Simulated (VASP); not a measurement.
# Ag (P-1) in VASP: settings compared

Ag is run at these levels: PBE, B3LYP; tasks: single point.

Program: VASP 6.6.1. These are calculated values, not measurements. Logs are shortened: lines on timing, memory, paths and dates and some standing lists are left out, and cuts for length are marked.

### Step 1. The cell of the first run

The typed cell holds 1 atom: a = 2.819 Å, b = 2.883 Å, c = 2.861 Å, α = 109.89°, β = 107.88°, γ = 109.47°.

### Step 2. Single point, PBE

INCAR reads:

```
SYSTEM = Ag
  PREC = Accurate
  ENCUT = 520
  EDIFF = 1E-7
  ISMEAR = -1
  SIGMA = 0.05
  LREAL = .False.
  LASPH = .True.
  NELM = 100
  ALGO = Normal
  ISIF = 2
  LWAVE = .False.
  LCHARG = .False.
  GGA = PE
  NBANDS = 12
```

KPOINTS reads:

```
regular mesh
0
Gamma
  11 11 11
  0 0 0
```

POSCAR reads:

```
Ag
1.0
   -1.6103805100      1.6535326600      1.6181576800
    1.6593070500     -1.6605473000      1.6740988600
    1.6393304800      1.6894972700     -1.6251723200
Ag
1
Direct
    0.0000000000      0.0000000000      0.0000000000
```

Potentials or basis: VASP PAW PBE potentials, release 64 (Ag).

Run with:

```bash
> cat potpaw_PBE.64/Ag/POTCAR > POTCAR
> mpirun -np 1 vasp_std > vasp.out
```

OUTCAR:

```text
SYSTEM = Ag
   PREC = Accurate
   ENCUT = 520
   EDIFF = 1E-7
   ISMEAR = -1
   LREAL = .False.
   LASPH = .True.
   NELM = 100
   ISIF = 2
   GGA = PE

 ion  position               nearest neighbor table
   1  0.000  0.000  0.000-

  LATTYP: Found a triclinic cell.
 ALAT       =     8.1541336646
 B/A-ratio  =     0.3535977825
 C/A-ratio  =     0.5810057972
 COS(alpha) =     0.0005620897
 COS(beta)  =     0.2946861589
 COS(gamma) =     0.9417683507

  Lattice vectors:

 A1 = (   3.2896641300,  -6.6641245300,   3.3552123600)
 A2 = (   1.6593070500,  -1.6605473000,   1.6740988600)
 A3 = (  -3.3275875000,  -3.3719799000,  -0.0419119000)

Analysis of symmetry for initial positions (statically):
=====================================================================
 Subroutine PRICEL returns:
 Original cell was already a primitive cell.

 Routine SETGRP: Setting up the symmetry group for a
 triclinic supercell.

 Subroutine GETGRP returns: Found  2 space group operations
 (whereof  2 operations were pure point group operations)
 out of a pool of  2 trial point group operations.

The static configuration has the point symmetry S_2 .

Analysis of symmetry for dynamics (positions and initial velocities):
=====================================================================
 Subroutine PRICEL returns:
 Original cell was already a primitive cell.

 Routine SETGRP: Setting up the symmetry group for a
 triclinic supercell.

 Subroutine GETGRP returns: Found  2 space group operations
 (whereof  2 operations were pure point group operations)
 out of a pool of  2 trial point group operations.

The dynamic configuration has the point symmetry S_2 .

 Subroutine INISYM returns: Found  2 space group operations
 (whereof  2 operations are pure point group operations),
 and found     1 'primitive' translations

----------------------------------------------------------------------------------------

                                     Primitive cell

  volume of cell :      18.1471

  direct lattice vectors                    reciprocal lattice vectors
    -1.610380510  1.653532660  1.618157680    -0.007147690  0.299830639  0.304488093
     1.659307050 -1.660547300  1.674098860     0.298733347 -0.001958955  0.299299358
     1.639330480  1.689497270 -1.625172320     0.300610010  0.296518567 -0.003835617

  length of vectors
     2.818852590  2.883283582  2.860592686     0.427390337  0.422877708  0.422260998

  position of ions in fractional coordinates (direct lattice)
     0.000000000  0.000000000  0.000000000

  ion indices of the primitive-cell ions
   primitive index   ion index
                 1           1

----------------------------------------------------------------------------------------

 KPOINTS: regular mesh

Automatic generation of k-mesh.
 Grid dimensions read from file:
 generate k-points for:   11   11   11

 Generating k-lattice:

  Cartesian coordinates                     Fractional coordinates (reciprocal lattice)
    -0.000649790  0.027257331  0.027680736     0.090909091  0.000000000  0.000000000
     0.027157577 -0.000178087  0.027209033    -0.000000000  0.090909091  0.000000000
     0.027328183  0.026956233 -0.000348692    -0.000000000  0.000000000  0.090909091

  Length of vectors
     0.038853667  0.038443428  0.038387363

  Shift w.r.t. Gamma in fractional coordinates (k-lattice)
     0.000000000  0.000000000  0.000000000

 Subroutine IBZKPT returns following result:
 ===========================================

 Found    666 irreducible k-points:

 Following reciprocal coordinates:
            Coordinates               Weight
  0.000000  0.000000  0.000000      1.000000
  0.090909  0.000000  0.000000      2.000000
  0.181818  0.000000  0.000000      2.000000
  0.272727  0.000000  0.000000      2.000000
  0.363636  0.000000  0.000000      2.000000
  0.454545  0.000000 -0.000000      2.000000
[... 16 lines left out ...]
  0.454545  0.181818 -0.000000      2.000000
 -0.454545  0.181818  0.000000      2.000000
 [... further k-points ...]
   k-points           NKPTS =    666   k-points in BZ     NKDIM =    666   number of bands    NBANDS=     12
   number of dos      NEDOS =    301   number of ions     NIONS =      1
   total plane-waves  NPLWV =  13824
   dimension x,y,z NGX =    24 NGY =   24 NGZ =   24
   dimension x,y,z NGXF=    48 NGYF=   48 NGZF=   48
   ions per type =               1
   NGX,Y,Z   is equivalent  to a cutoff of  14.15, 13.84, 13.95 a.u.
   NGXF,Y,Z  is equivalent  to a cutoff of  28.31, 27.68, 27.90 a.u.
 SYSTEM =  Ag
   PREC   = accura    normal or accurate (medium, high low for compatibility)
   ISTART =      0    job   : 0-new  1-cont  2-samecut
   ICHARG =      2    charge: 1-file 2-atom 10-const
   ISPIN  =      1    spin polarized calculation?
   LNONCOLLINEAR =      F non collinear calculations
   LSORBIT =      F    spin-orbit coupling
   LASPH  =      T    aspherical Exc in radial PAW
   ENCUT  =  520.0 eV  38.22 Ry    6.18 a.u.   5.24  5.36  5.32*2*pi/ulx,y,z
   NELM   =    100;   NELMIN=  2; NELMDL= -5     # of ELM steps
   EDIFF  = 0.1E-06   stopping-criterion for ELM
   LREAL  =      F    real-space projection
   EDIFFG = 0.1E-05   stopping-criterion for IOM
   NSW    =      0    number of steps for IOM
   IBRION =     -1    ionic relax: 0-MD 1-quasi-New 2-CG
   NFREE  =      0    steps in history (QN), initial steepest desc. (CG)
   ISIF   =      2    stress and relaxation
   ISYM   =      2    0-nonsym 1-usesym 2-fastsym
   POTIM  = 0.5000    time-step for ionic-motion
   TEBEG  =    0.0;   TEEND  =   0.0 temperature during run
   PSTRESS=    0.0 pullay stress
   NELECT =      11.0000    total number of electrons
   NUPDOWN=      -1.0000    fix difference up-down
   EMIN   =  10.00;   EMAX   =-10.00  energy-range for DOS
   EFERMI =   0.00;   METHOD = LEGACY
   ISMEAR =    -1;   SIGMA  =   0.05  broadening in eV -4-tet -1-fermi 0-gaus
   EFERMI_NEDOS =   21; number of points for ismear=-14 and -15
   IALGO  =     38    algorithm
   IMIX   =      4    mixing-type and parameters
     AMIX     =   0.40;   BMIX     =  1.00
     AMIX_MAG =   1.60;   BMIX_MAG =  1.00
  volume/ion in A,a.u.               =      18.15       122.46
  Fermi-wavevector in a.u.,A,eV,Ry     =   1.385489  2.618195 26.117482  1.919581
  Thomas-Fermi vector in A             =   2.509895
   LORBIT       =      0    0 simple, 1 ext, 2 COOP (PROOUT), +10 PAW based schemes
   GGA     = PE    functional components
   LHFCALC =     F    Hartree Fock is set to
   AEXX    =    0.0000 exact exchange contribution
   IVDW    =     0    specifies the selected vdW correction
   LEPSILON=     F    determine dielectric tensor
   LRPA    =     F    only Hartree local field effects (RPA)
 non-spin polarized calculation
  energy-cutoff  :      520.00
  volume of cell :       18.15
 maximum number of plane-waves:       498
 NGX is ok and might be reduce to    24
   NGX = 11   NGY = 11   NGZ = 11

 number of electron      11.0000000 magnetization

 Free energy of the ion-electron system (eV)
  ---------------------------------------------------
  ext. energy  EPLUGINS =         0.00000000
  ---------------------------------------------------
  free energy    TOTEN  =        -2.69260340 eV

  energy without entropy =       -2.69012594  energy(sigma->0) =       -2.69136467

 E-fermi :   7.6046     XC(G=0): -11.8399

 val. band max:        7.5827432878   @ k =   0.4545  -0.3636   0.0909
 cond. band min:       7.6067845464   @ k =  -0.2727  -0.2727   0.4545
 fundamental gap:      0.0240412587
 Fermi energy:         7.6045718510

 k-point     1 :       0.0000    0.0000    0.0000
  band No.  band energies     occupation
      1       0.2803      2.00000
      2       2.7445      2.00000
      3       2.9287      2.00000
      4       3.0102      2.00000
      5       4.0721      2.00000
      6       4.1429      2.00000
      7      25.0268      0.00000
      8      25.2920      0.00000
      9      25.6682      0.00000
     10      30.2833      0.00000
     11      30.5742      0.00000
     12      31.1524      0.00000

 k-point     2 :       0.0909    0.0000    0.0000
  band No.  band energies     occupation
      1       0.5385      2.00000
      2       2.7983      2.00000
      3       2.8862      2.00000
      4       3.0975      2.00000
      5       4.0195      2.00000
      6       4.1301      2.00000
      7      24.5424      0.00000
      8      24.9760      0.00000
      9      25.7192      0.00000
     10      28.4497      0.00000
     11      28.7710      0.00000
     12      29.6949      0.00000

 k-point     3 :       0.1818    0.0000    0.0000
  band No.  band energies     occupation
      1       1.2120      2.00000
      2       2.7042      2.00000
      3       2.9707      2.00000
      4       3.4441      2.00000
      5       3.9159      2.00000
      6       4.1279      2.00000
      7      21.8338      0.00000
      8      24.1090      0.00000
      9      25.9561      0.00000
     10      26.6971      0.00000
     11      27.8925      0.00000
     12      28.5530      0.00000
[... 286 lines left out ...]
 k-point    23 :       0.4545    0.1818   -0.0000
  band No.  band energies     occupation
      1       1.9482      2.00000
      2       2.3855      2.00000
      3       3.6327      2.00000
      4       4.0265      2.00000
      5       4.4466      2.00000
      6       8.9336      0.00000
      7      12.2649      0.00000
      8      17.0151      0.00000
      9      21.5789      0.00000
     10      27.5325      0.00000
     11      30.2144      0.00000
     12      32.1607      0.00000

 k-point    24 :      -0.4545    0.1818    0.0000
  band No.  band energies     occupation
      1       2.0554      2.00000
      2       2.4687      2.00000
      3       3.4092      2.00000
      4       3.9486      2.00000
      5       4.2697      2.00000
      6       6.8925      2.00000
      7      15.1796      0.00000
      8      17.7214      0.00000
      9      22.2350      0.00000
     10      27.0970      0.00000
     11      30.1921      0.00000
     12      32.0706      0.00000

 [... further k-points ...]
[... 5 lines left out ...]
  --------------------------------------------------------------------------------------
  -------------------------------------------------------------------------------------
  Total       -0.1032834     -0.0649027     -0.1064579     -0.1149358      0.0363876     -0.1704506
  in kB       -9.1187127     -5.7301451     -9.3989846    -10.1474793      3.2125985    -15.0487844
  external PRESSURE =      -8.0826141 kB  Pullay stress =       0.0000000 kB

 VOLUME and BASIS-vectors are now :
 -----------------------------------------------------------------------------
  energy-cutoff  :      520.00
  volume of cell :       18.15
      direct lattice vectors                 reciprocal lattice vectors
    -1.610380510  1.653532660  1.618157680    -0.007147690  0.299830639  0.304488093
     1.659307050 -1.660547300  1.674098860     0.298733347 -0.001958955  0.299299358
     1.639330480  1.689497270 -1.625172320     0.300610010  0.296518567 -0.003835617

 POSITION                                       TOTAL-FORCE (eV/Angst)
 -----------------------------------------------------------------------------------
      0.00000      0.00000      0.00000         0.000000      0.000000      0.000000
 -----------------------------------------------------------------------------------
    total drift:                               -0.000000      0.000000      0.000000

  FREE ENERGIE OF THE ION-ELECTRON SYSTEM (eV)
  ---------------------------------------------------
  free  energy   TOTEN  =        -2.6926033979 eV

  energy  without entropy=       -2.6901259443  energy(sigma->0) =       -2.69136467
```

Run time: 33 s. Hardware: 1 thread of Intel Xeon 6975P-C (Granite Rapids), shared host; peak memory 0.25 GiB.

What came out:

```
Free energy : -2.6926 eV
Pressure    : -0.8 GPa
```

Levels at points of the mesh, in eV from the Fermi level:
```csv
k point,band 3,band 4,band 5,band 6,band 7,band 8,band 9,band 10
"(0.00, 0.00, 0.00)",-4.68,-4.59,-3.53,-3.46,17.42,17.69,18.06,22.68
```

### Step 3. Single point, B3LYP

POSCAR is that of step 2.

INCAR.step1 reads:

```
PREC     = Accurate       # precision mode
ENCUT    = 400            # plane-wave cutoff, eV
EDIFF    = 1E-5           # SCF threshold, eV
ISMEAR   = -1             # smearing method
SIGMA    = 0.05           # smearing width, eV
LREAL    = F              # projectors in reciprocal space
LASPH    = T              # aspherical terms in the spheres
NELM     = 120            # most SCF steps
ALGO     = Normal         # electronic algorithm
ISIF     = 2              # what is computed and relaxed
LWAVE    = T              # write WAVECAR
NBANDS   = 12             # bands
GGA      = PE             # functional
GGA_COMPAT= F
```

INCAR.step2 reads:

```
PREC     = Accurate       # precision mode
ENCUT    = 400            # plane-wave cutoff, eV
EDIFF    = 1E-6           # SCF threshold, eV
ISMEAR   = -1             # smearing method
SIGMA    = 0.05           # smearing width, eV
LREAL    = F              # projectors in reciprocal space
LASPH    = T              # aspherical terms in the spheres
NELM     = 120            # most SCF steps
ALGO     = Normal         # electronic algorithm
ISIF     = 2              # what is computed and relaxed
LWAVE    = F              # write WAVECAR
LCHARG   = T              # write CHGCAR
GGA      = B3             # functional
LHFCALC  = T              # exact exchange
AEXX     = 0.2            # exact-exchange fraction
AGGAX    = 0.72         
AGGAC    = 0.81         
ALDAC    = 0.19         
PRECFOCK = Normal       
LELF     = T              # ELF
LVHAR    = T            
NBANDS   = 12             # bands
ISTART   = 1            
GGA_COMPAT= F
```

KPOINTS reads:

```
regular mesh
0
Gamma
  6 6 6
```

Potentials or basis: VASP PAW PBE potentials, release 64 (Ag).

Run with:

```bash
> cat potpaw_PBE.64/Ag/POTCAR > POTCAR
> cp INCAR.step1 INCAR
> mpirun -np 1 vasp_std > vasp.out
> cp INCAR.step2 INCAR
> mpirun -np 1 vasp_std > vasp.out
```

Run time: 36 min. Hardware: 1 thread of Intel Xeon Platinum 8375C at 2.90GHz (Ice Lake), shared host; peak memory 0.14 GiB.

Results (log left out):

```yaml
Free_energy: -2.3476 eV
Pressure: 4.3 GPa
```

Stress tensor (GPa, compression positive):
```
3.72 2.75 2.84
2.75 4.03 1.33
2.84 1.33 5.10
```

Levels at points of the mesh, in eV from the Fermi level:
```csv
k point,band 3,band 4,band 5,band 6,band 7,band 8
"(0.00, 0.00, 0.00)",-6.31,-6.22,-5.13,-5.06,18.59,18.85
"(0.50, 0.00, 0.00)",-5.17,-4.97,-4.05,0.37,4.36,14.16
"(0.00, 0.50, 0.00)",-5.06,-4.87,-4.11,-0.35,4.08,14.06
"(0.50, 0.50, 0.00)",-5.18,-5.00,-4.01,0.52,4.53,14.02
"(0.00, 0.00, 0.50)",-5.15,-4.93,-4.10,-0.35,4.07,14.13
"(0.50, 0.00, 0.50)",-5.11,-5.00,-3.96,0.70,4.83,13.78
"(0.00, 0.50, 0.50)",-5.14,-4.95,-4.06,-0.16,4.28,13.88
"(0.50, 0.50, 0.50)",-4.39,-4.31,-4.17,7.23,7.60,7.72
```

Caveat: the k points lie up to 0.45 Å⁻¹ apart; the PAW data sets were made with another functional, which shifts forces and pressure a little.
